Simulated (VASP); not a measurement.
## LuGeO: relaxation of cell and atoms with PBE

The system is LuGeO.

```
Lu Ge O
1.0
     4.09798    0.00000    0.00000
    -2.04899    3.54896    0.00000
     0.00000    0.00000    3.66898
Lu Ge O
1 1 1
Direct
  0.66667 0.33333 0.00000
  0.00000 0.00000 0.50000
  0.33333 0.66667 0.50000
```

The cell was built from a structure type or drawn by symmetry, and may not be a known phase.

- Program: VASP 6.6.1
- Task: relaxation of cell and atoms
- Functional: PBE
- Potentials or basis: VASP PAW PBE potentials, release 64 (Lu, Ge_d, O)
- Cutoff: 600 eV
- k mesh: 6 × 6 × 6
- Occupations: gaussian, width 0.1 eV
- Spin: no spin polarisation
- Dipole correction: no
- Further INCAR settings: ALGO = Normal; EDIFF = 1e-06; IBRION = 2; EDIFFG = -0.04; NSW = 90; ISIF = 3

```json
{"Relaxed volume": "16.98 Å³/atom", "Relaxed cell": "a = 3.927 Å, b = 3.927 Å, c = 3.815 Å, α = 90.00°, β = 90.00°, γ = 120.00°", "Space group after relaxing (to 0.1 Å)": "P-6m2 (No. 187)", "Energy gained by relaxing": "19.2 meV/atom", "Ionic steps": "16", "Pressure after relaxing": "-0.2 GPa", "Band gap on the k mesh": "zero (an odd number of electrons rules out a gap without spin polarisation)"}
```

Stress tensor (GPa, compression positive):
```
-0.19  0.00  0.00
 0.00 -0.19  0.00
 0.00  0.00 -0.28
```

Step by step:
| step | energy change (eV) | largest force (eV/Å) | pressure (GPa) | volume (Å³) |
| --- | --- | --- | --- | --- |
| 1 | 0.0000 | 0.0000 | -4.22 | 53.36 |
| 2 | -0.0360 | 0.0000 | 1.50 | 49.82 |
| 3 | -0.0396 | 0.0000 | 0.15 | 50.60 |
| 4 | -0.0396 | 0.0000 | 0.10 | 50.66 |
| 5 | -0.0396 | 0.0000 | 0.01 | 50.71 |
| 6 | -0.0402 | 0.0000 | -0.07 | 50.75 |
| 7 | -0.0420 | 0.0000 | -0.26 | 50.87 |
| 8 | -0.0509 | 0.0000 | -0.65 | 51.09 |
| 9 | -0.0538 | 0.0000 | -0.90 | 51.47 |
| 10 | -0.0562 | 0.0000 | -0.94 | 51.32 |
| 11 | -0.0567 | 0.0000 | -0.79 | 51.26 |
| 12 | -0.0570 | 0.0000 | -0.60 | 51.14 |
| 13 | -0.0570 | 0.0000 | -0.47 | 51.12 |
| 14 | -0.0570 | 0.0000 | -0.46 | 51.13 |
| 15 | -0.0572 | 0.0000 | -0.40 | 51.08 |
| 16 | -0.0576 | 0.0000 | -0.22 | 50.95 |

Final structure:
```
CELL_PARAMETERS angstrom
3.92709 0.00000 0.00000
-1.96354 3.40096 0.00000
0.00000 0.00000 3.81477
ATOMIC_POSITIONS crystal
Lu 0.66667 0.33333 0.00000
Ge 0.00000 0.00000 0.50000
O 0.33333 0.66667 0.50000
```

Levels at points of the mesh, in eV from the Fermi level:
| k point | band 19 | band 20 | band 21 | band 22 | band 23 | band 24 | band 25 | band 26 |
| --- | --- | --- | --- | --- | --- | --- | --- | --- |
| (0.00, 0.00, 0.00) | -5.25 | -5.25 | -4.39 | -0.98 | 0.53 | 0.53 | 2.13 | 3.08 |
| (0.50, 0.00, 0.00) | -5.45 | -4.37 | -4.19 | -0.74 | -0.15 | 0.66 | 2.41 | 2.61 |
| (0.00, 0.00, 0.50) | -5.81 | -4.89 | -4.89 | -1.47 | -0.19 | -0.19 | 1.24 | 1.24 |
| (0.50, 0.00, 0.50) | -5.82 | -5.05 | -3.48 | -3.19 | 1.19 | 1.77 | 2.93 | 3.75 |

Wall time 17 min on 1 thread of Oxide Virtual Turin-like Processor, on a shared host, peak memory 0.21 GiB.

Caveat: spin-orbit coupling is left out, which moves the levels of the heavy elements; an odd number of electrons without spin polarisation forces a metal; a magnetic or distorted state may lie lower.
